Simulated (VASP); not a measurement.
# Pt in VASP: notebook

Runs on Pt. Level: LDA. Tasks: single point.

Program: VASP 6.6.1. These are calculated values, not measurements. Logs are shortened: lines on timing, memory, paths and dates and some standing lists are left out, and cuts for length are marked.

## 1. The cell of the first run

It takes space group Im-3m (No. 229, cubic). Conventional cell: a = 3.216 Å, b = 3.216 Å, c = 3.216 Å, α = 90.00°, β = 90.00°, γ = 90.00°. Within 3.7 Å of Pt (site symmetry m-3m) lie 14 Pt at 2.79 to 3.22 Å.

This isn't the form of Pt at room conditions, which is fcc.

## 2. Single point, LDA (strain +0.015 along x and y, +0.015 along z)

Input file INCAR:

```
SYSTEM = Pt
  PREC = Accurate
  ENCUT = 520
  EDIFF = 1E-7
  ISMEAR = 0
  SIGMA = 0.15
  LREAL = .FALSE.
  LASPH = .TRUE.
  NELM = 100
  ALGO = Normal
  ISIF = 2
  LWAVE = .FALSE.
  LCHARG = .FALSE.
  NBANDS = 11
```

Input file KPOINTS:

```
regular mesh
0
G
  22 22 22
  0 0 0
```

Input file POSCAR:

```
Pt
1.0
   -1.6079833000      1.6079833000      1.6079833000
    1.6079833000     -1.6079833000      1.6079833000
    1.6079833000      1.6079833000     -1.6079833000
Pt
1
Direct
    0.0000000000      0.0000000000      0.0000000000
```

Potentials or basis: VASP PAW LDA potentials, release 64 (Pt).

Command:

```console
cat potpaw_LDA.64/Pt/POTCAR > POTCAR
mpirun -np 1 vasp_std > vasp.out
```

OUTCAR:

```text
SYSTEM = Pt
   PREC = Accurate
   ENCUT = 520
   EDIFF = 1E-7
   ISMEAR = 0
   LREAL = .FALSE.
   LASPH = .TRUE.
   NELM = 100
   ISIF = 2

 ion  position               nearest neighbor table
   1  0.000  0.000  0.000-

  LATTYP: Found a body centered cubic cell.
 ALAT       =     3.2159666000

  Lattice vectors:

 A1 = (  -1.6079833000,   1.6079833000,   1.6079833000)
 A2 = (   1.6079833000,  -1.6079833000,   1.6079833000)
 A3 = (   1.6079833000,   1.6079833000,  -1.6079833000)

Analysis of symmetry for initial positions (statically):
=====================================================================
 Subroutine PRICEL returns:
 Original cell was already a primitive cell.

 Routine SETGRP: Setting up the symmetry group for a
 body centered cubic supercell.

 Subroutine GETGRP returns: Found 48 space group operations
 (whereof 48 operations were pure point group operations)
 out of a pool of 48 trial point group operations.

The static configuration has the point symmetry O_h .

Analysis of symmetry for dynamics (positions and initial velocities):
=====================================================================
 Subroutine PRICEL returns:
 Original cell was already a primitive cell.

 Routine SETGRP: Setting up the symmetry group for a
 body centered cubic supercell.

 Subroutine GETGRP returns: Found 48 space group operations
 (whereof 48 operations were pure point group operations)
 out of a pool of 48 trial point group operations.

The dynamic configuration has the point symmetry O_h .

 Subroutine INISYM returns: Found 48 space group operations
 (whereof 48 operations are pure point group operations),
 and found     1 'primitive' translations

----------------------------------------------------------------------------------------

                                     Primitive cell

  volume of cell :      16.6305

  direct lattice vectors                    reciprocal lattice vectors
    -1.607983300  1.607983300  1.607983300     0.000000000  0.310948503  0.310948503
     1.607983300 -1.607983300  1.607983300     0.310948503  0.000000000  0.310948503
     1.607983300  1.607983300 -1.607983300     0.310948503  0.310948503  0.000000000

  length of vectors
     2.785108773  2.785108773  2.785108773     0.439747590  0.439747590  0.439747590

  position of ions in fractional coordinates (direct lattice)
     0.000000000  0.000000000  0.000000000

  ion indices of the primitive-cell ions
   primitive index   ion index
                 1           1

----------------------------------------------------------------------------------------

 KPOINTS: regular mesh

Automatic generation of k-mesh.
 Grid dimensions read from file:
 generate k-points for:   22   22   22

 Generating k-lattice:

  Cartesian coordinates                     Fractional coordinates (reciprocal lattice)
     0.000000000  0.014134023  0.014134023     0.045454545  0.000000000  0.000000000
     0.014134023  0.000000000  0.014134023     0.000000000  0.045454545  0.000000000
     0.014134023  0.014134023  0.000000000     0.000000000  0.000000000  0.045454545

  Length of vectors
     0.019988527  0.019988527  0.019988527

  Shift w.r.t. Gamma in fractional coordinates (k-lattice)
     0.000000000  0.000000000  0.000000000

 Subroutine IBZKPT returns following result:
 ===========================================

 Found    328 irreducible k-points:

 Following reciprocal coordinates:
            Coordinates               Weight
  0.000000  0.000000  0.000000      1.000000
  0.045455  0.000000  0.000000     12.000000
  0.090909  0.000000  0.000000     12.000000
  0.136364  0.000000  0.000000     12.000000
  0.181818  0.000000  0.000000     12.000000
  0.227273  0.000000  0.000000     12.000000
[... 16 lines left out ...]
  0.090909  0.090909  0.000000     24.000000
  0.136364  0.090909 -0.000000     48.000000
 [... further k-points ...]
   k-points           NKPTS =    328   k-points in BZ     NKDIM =    328   number of bands    NBANDS=     11
   number of dos      NEDOS =    301   number of ions     NIONS =      1
   total plane-waves  NPLWV =  13824
   dimension x,y,z NGX =    24 NGY =   24 NGZ =   24
   dimension x,y,z NGXF=    48 NGYF=   48 NGZF=   48
   ions per type =               1
   NGX,Y,Z   is equivalent  to a cutoff of  14.33, 14.33, 14.33 a.u.
   NGXF,Y,Z  is equivalent  to a cutoff of  28.65, 28.65, 28.65 a.u.
 SYSTEM =  Pt
   PREC   = accura    normal or accurate (medium, high low for compatibility)
   ISTART =      0    job   : 0-new  1-cont  2-samecut
   ICHARG =      2    charge: 1-file 2-atom 10-const
   ISPIN  =      1    spin polarized calculation?
   LNONCOLLINEAR =      F non collinear calculations
   LSORBIT =      F    spin-orbit coupling
   LASPH  =      T    aspherical Exc in radial PAW
   ENCUT  =  520.0 eV  38.22 Ry    6.18 a.u.   5.18  5.18  5.18*2*pi/ulx,y,z
   NELM   =    100;   NELMIN=  2; NELMDL= -5     # of ELM steps
   EDIFF  = 0.1E-06   stopping-criterion for ELM
   LREAL  =      F    real-space projection
   EDIFFG = 0.1E-05   stopping-criterion for IOM
   NSW    =      0    number of steps for IOM
   IBRION =     -1    ionic relax: 0-MD 1-quasi-New 2-CG
   NFREE  =      0    steps in history (QN), initial steepest desc. (CG)
   ISIF   =      2    stress and relaxation
   ISYM   =      2    0-nonsym 1-usesym 2-fastsym
   POTIM  = 0.5000    time-step for ionic-motion
   TEBEG  =    0.0;   TEEND  =   0.0 temperature during run
   PSTRESS=    0.0 pullay stress
   NELECT =      10.0000    total number of electrons
   NUPDOWN=      -1.0000    fix difference up-down
   EMIN   =  10.00;   EMAX   =-10.00  energy-range for DOS
   EFERMI =   0.00;   METHOD = LEGACY
   ISMEAR =     0;   SIGMA  =   0.15  broadening in eV -4-tet -1-fermi 0-gaus
   EFERMI_NEDOS =   21; number of points for ismear=-14 and -15
   IALGO  =     38    algorithm
   IMIX   =      4    mixing-type and parameters
     AMIX     =   0.40;   BMIX     =  1.00
     AMIX_MAG =   1.60;   BMIX_MAG =  1.00
  volume/ion in A,a.u.               =      16.63       112.23
  Fermi-wavevector in a.u.,A,eV,Ry     =   1.381783  2.611192 25.977948  1.909325
  Thomas-Fermi vector in A             =   2.506536
   LORBIT       =      0    0 simple, 1 ext, 2 COOP (PROOUT), +10 PAW based schemes
   GGA     = CA    functional components
   LHFCALC =     F    Hartree Fock is set to
   AEXX    =    0.0000 exact exchange contribution
   IVDW    =     0    specifies the selected vdW correction
   LEPSILON=     F    determine dielectric tensor
   LRPA    =     F    only Hartree local field effects (RPA)
 non-spin polarized calculation
 Gauss-broadening in eV      SIGMA  =   0.15
  energy-cutoff  :      520.00
  volume of cell :       16.63
 maximum number of plane-waves:       466
 NGX is ok and might be reduce to    24
   NGX = 11   NGY = 11   NGZ = 11

 number of electron      10.0000001 magnetization

 Free energy of the ion-electron system (eV)
  ---------------------------------------------------
  ext. energy  EPLUGINS =         0.00000000
  ---------------------------------------------------
  free energy    TOTEN  =        -7.25737780 eV

  energy without entropy =       -7.24348395  energy(sigma->0) =       -7.25043087

 E-fermi :   9.1385     XC(G=0): -13.1213

 val. band max:        9.1303001903   @ k =   0.4545   0.0909   0.0000
 cond. band min:       9.1451411658   @ k =  -0.3636   0.4091   0.1364
 fundamental gap:      0.0148409755
 Fermi energy:         9.1384544412

 k-point     1 :       0.0000    0.0000    0.0000
  band No.  band energies     occupation
      1       0.1469      2.00000
      2       5.9146      2.00000
      3       5.9146      2.00000
      4       5.9146      2.00000
      5       8.2675      2.00000
      6       8.2675      2.00000
      7      26.2253      0.00000
      8      26.2253      0.00000
      9      26.2253      0.00000
     10      35.5452      0.00000
     11      35.5565      0.00000

 k-point     2 :       0.0455    0.0000    0.0000
  band No.  band energies     occupation
      1       0.2274      2.00000
      2       5.8842      2.00000
      3       5.9153      2.00000
      4       5.9772      2.00000
      5       8.2276      2.00000
      6       8.2695      2.00000
      7      26.2626      0.00000
      8      26.2809      0.00000
      9      26.3410      0.00000
     10      34.0034      0.00000
     11      34.3806      0.00000

 k-point     3 :       0.0909    0.0000    0.0000
  band No.  band energies     occupation
      1       0.4648      2.00000
      2       5.7964      2.00000
      3       5.9145      2.00000
      4       6.1634      2.00000
      5       8.1235      2.00000
      6       8.2761      2.00000
      7      26.3358      0.00000
      8      26.3753      0.00000
      9      26.6822      0.00000
     10      32.6364      0.00000
     11      32.8745      0.00000

 k-point     4 :       0.1364    0.0000    0.0000
  band No.  band energies     occupation
      1       0.8455      2.00000
      2       5.6614      2.00000
      3       5.9062      2.00000
      4       6.4672      2.00000
      5       7.9965      2.00000
      6       8.2891      2.00000
      7      26.2498      0.00000
      8      26.3185      0.00000
      9      27.2326      0.00000
     10      31.5283      0.00000
     11      31.6757      0.00000

 k-point     5 :       0.1818    0.0000    0.0000
  band No.  band energies     occupation
      1       1.3409      2.00000
      2       5.4935      2.00000
      3       5.8949      2.00000
      4       6.8778      2.00000
      5       7.8961      2.00000
      6       8.3103      2.00000
      7      25.4896      0.00000
      8      26.0304      0.00000
      9      27.9658      0.00000
     10      30.8378      0.00000
     11      31.3191      0.00000
[... 211 lines left out ...]
 k-point    21 :       0.4091    0.0455   -0.0000
  band No.  band energies     occupation
      1       3.1003      2.00000
      2       4.6716      2.00000
      3       7.8820      2.00000
      4       8.3000      2.00000
      5       8.8538      1.99273
      6      10.1201      0.00000
      7      16.1366      0.00000
      8      22.6179      0.00000
      9      24.7688      0.00000
     10      32.6229      0.00000
     11      33.0203      0.00000

 k-point    22 :       0.4545    0.0455    0.0000
  band No.  band energies     occupation
      1       3.0933      2.00000
      2       4.6259      2.00000
      3       8.0505      2.00000
      4       8.3589      2.00000
      5       9.2538      0.27670
      6      10.5173      0.00000
      7      15.1339      0.00000
      8      22.4124      0.00000
      9      24.3463      0.00000
     10      32.7799      0.00000
     11      33.2345      0.00000

 k-point    23 :       0.0909    0.0909    0.0000
  band No.  band energies     occupation
      1       1.0683      2.00000
      2       5.6641      2.00000
      3       5.7734      2.00000
      4       6.6977      2.00000
      5       7.9055      2.00000
      6       8.3275      2.00000
      7      26.1321      0.00000
      8      26.5150      0.00000
      9      27.1420      0.00000
     10      30.2770      0.00000
     11      31.8208      0.00000

 k-point    24 :       0.1364    0.0909   -0.0000
  band No.  band energies     occupation
      1       1.5552      2.00000
      2       5.5215      2.00000
      3       5.7122      2.00000
      4       7.1407      2.00000
      5       7.8004      2.00000
      6       8.3725      2.00000
      7      25.5440      0.00000
      8      25.8908      0.00000
      9      27.6560      0.00000
     10      29.2907      0.00000
     11      31.4563      0.00000

 [... further k-points ...]

------------------------ aborting loop because EDIFF is reached ----------------------------------------

  FORCE on cell =-STRESS in cart. coord.  units (eV):
  Direction    XX          YY          ZZ          XY          YZ          ZX
  --------------------------------------------------------------------------------------
  -------------------------------------------------------------------------------------
  Total       -2.4328596     -2.4328596     -2.4328596      0.0000000     -0.0000000      0.0000000
  in kB     -234.3813377   -234.3813377   -234.3813377      0.0000000     -0.0000000      0.0000000
  external PRESSURE =    -234.3813377 kB  Pullay stress =       0.0000000 kB

 VOLUME and BASIS-vectors are now :
 -----------------------------------------------------------------------------
  energy-cutoff  :      520.00
  volume of cell :       16.63
      direct lattice vectors                 reciprocal lattice vectors
    -1.607983300  1.607983300  1.607983300     0.000000000  0.310948503  0.310948503
     1.607983300 -1.607983300  1.607983300     0.310948503  0.000000000  0.310948503
     1.607983300  1.607983300 -1.607983300     0.310948503  0.310948503  0.000000000

 POSITION                                       TOTAL-FORCE (eV/Angst)
 -----------------------------------------------------------------------------------
      0.00000      0.00000      0.00000         0.000000      0.000000      0.000000
 -----------------------------------------------------------------------------------
    total drift:                                0.000000      0.000000     -0.000000

  FREE ENERGIE OF THE ION-ELECTRON SYSTEM (eV)
  ---------------------------------------------------
  free  energy   TOTEN  =        -7.2573777978 eV

  energy  without entropy=       -7.2434839492  energy(sigma->0) =       -7.25043087
```

Run time: 54 s. Hardware: 1 thread of Intel Xeon 8259CL, shared host; peak memory 0.18 GiB.

Results:

| Item | Value |
| --- | --- |
| Free energy | -7.2574 eV |
| Pressure | -23.4 GPa |
| Band gap on the k mesh | zero (bands 5 and 6 overlap by 1.96 eV) |

Levels at points of the mesh, in eV from the Fermi level:
| k point | band 2 | band 3 | band 4 | band 5 | band 6 | band 7 | band 8 | band 9 |
| --- | --- | --- | --- | --- | --- | --- | --- | --- |
| (0.00, 0.00, 0.00) | -3.22 | -3.22 | -3.22 | -0.87 | -0.87 | 17.09 | 17.09 | 17.09 |
| (0.50, 0.00, 0.00) | -4.53 | -1.06 | -0.59 | 0.43 | 0.96 | 5.87 | 13.23 | 15.36 |
| (0.50, 0.50, 0.50) | -5.57 | 0.48 | 0.48 | 0.48 | 7.53 | 7.53 | 7.53 | 12.01 |

Caveat: the cell differs from its parent crystal (strain +0.015 along x and y, +0.015 along z); the cell stands under tension; spin-orbit coupling is left out, which moves the levels of the heavy elements.

## 3. Single point, LDA (strain +0.030 along x and y, +0.030 along z)

Input file INCAR:

```
  PREC = Accurate
  ENCUT = 520
  EDIFF = 1E-6
  ISMEAR = 0
  SIGMA = 0.15
  LREAL = False
  LASPH = True
  NELM = 80
  ALGO = Normal
  ISIF = 2
  LWAVE = False
  LCHARG = False
  GGA = CA
  NBANDS = 11
```

Input file KPOINTS:

```
regular mesh
0
Gamma
  22 22 22
```

Input file POSCAR:

```
Pt
1.0
   -1.6317466000      1.6317466000      1.6317466000
    1.6317466000     -1.6317466000      1.6317466000
    1.6317466000      1.6317466000     -1.6317466000
Pt
1
Direct
    0.0000000000      0.0000000000      0.0000000000
```

Potentials or basis: VASP PAW LDA potentials, release 64 (Pt).

Command:

```console
cat potpaw_LDA.64/Pt/POTCAR > POTCAR
mpirun -np 1 vasp_std > vasp.out
```

Run time: 74 s. Hardware: 1 thread of Intel Xeon 8259CL, shared host; peak memory 0.18 GiB.

Results (log left out):

- Free energy: -7.1337 eV
- Pressure: -29.4 GPa
- Band gap on the k mesh: zero (bands 5 and 6 overlap by 1.80 eV)

Levels at points of the mesh, in eV from the Fermi level:
| k point | band 1 | band 2 | band 3 | band 4 | band 5 | band 6 | band 7 | band 8 | band 9 | band 10 |
| --- | --- | --- | --- | --- | --- | --- | --- | --- | --- | --- |
| (0.00, 0.00, 0.00) | -8.57 | -3.01 | -3.01 | -3.01 | -0.81 | -0.81 | 17.06 | 17.06 | 17.06 | 25.55 |
| (0.50, 0.00, 0.00) | -5.72 | -4.23 | -1.00 | -0.55 | 0.57 | 0.87 | 5.53 | 13.19 | 14.99 | 23.35 |
| (0.50, 0.50, 0.50) | -5.18 | -5.18 | 0.43 | 0.43 | 0.43 | 7.43 | 7.43 | 7.43 | 11.40 | 17.84 |

Caveat: the cell differs from its parent crystal (strain +0.030 along x and y, +0.030 along z); the cell stands under tension; spin-orbit coupling is left out, which moves the levels of the heavy elements.

## 4. Single point, LDA (strain -0.030 along x and y, +0.030 along z)

Input file INCAR:

```
ALGO     = Fast           # electronic algorithm
EDIFF    = 1E-6           # SCF threshold, eV
ENCUT    = 520            # plane-wave cutoff, eV
GGA      = CA             # functional
ISIF     = 2              # what is computed and relaxed
ISMEAR   = 0              # smearing method
LASPH    = T              # aspherical terms in the spheres
LCHARG   = F              # write CHGCAR
LREAL    = F              # projectors in reciprocal space
LWAVE    = F              # write WAVECAR
NBANDS   = 11             # bands
NELM     = 100            # most SCF steps
PREC     = Accurate       # precision mode
SIGMA    = 0.15           # smearing width, eV
```

Input file KPOINTS:

```
k-points
0
Gamma
  22 22 22
```

Input file POSCAR:

```
Pt
1.0
   -1.5366934000      1.5366934000      1.6317466000
    1.5366934000     -1.5366934000      1.6317466000
    1.5366934000      1.5366934000     -1.6317466000
Pt
1
Direct
    0.0000000000      0.0000000000      0.0000000000
```

Command:

```console
cat potpaw_LDA.64/Pt/POTCAR > POTCAR
mpirun -np 1 vasp_std > vasp.out
```

Wall time 2.8 min (1 thread of Intel Xeon 8259CL, shared host); peak memory 0.24 GiB.

The run converged. Its results:

```yaml
Free_energy: -7.3926 eV
Pressure: -8.3 GPa
Band_gap_on_the_k_mesh: zero (bands 5 and 6 overlap by 2.25 eV)
```

Stress tensor (GPa, compression positive):
```
-10.05   0.00   0.00
  0.00 -10.05   0.00
  0.00   0.00  -4.89
```

Levels at points of the mesh, in eV from the Fermi level:
| k point | band 3 | band 4 | band 5 | band 6 | band 7 | band 8 |
| --- | --- | --- | --- | --- | --- | --- |
| (0.00, 0.00, 0.00) | -3.78 | -3.27 | -1.38 | -0.73 | 16.36 | 17.47 |
| (0.50, 0.00, 0.00) | -1.56 | -0.62 | 0.07 | 1.04 | 6.34 | 13.48 |
| (0.50, 0.50, 0.00) | -0.77 | -0.47 | 0.46 | 1.17 | 6.87 | 12.83 |
| (0.50, 0.50, 0.50) | 0.44 | 0.61 | 0.61 | 6.52 | 8.30 | 8.30 |

Caveat: the cell differs from its parent crystal (strain -0.030 along x and y, +0.030 along z); the cell stands under tension; spin-orbit coupling is left out, which moves the levels of the heavy elements.

(Part 1 of 2 ends here.)
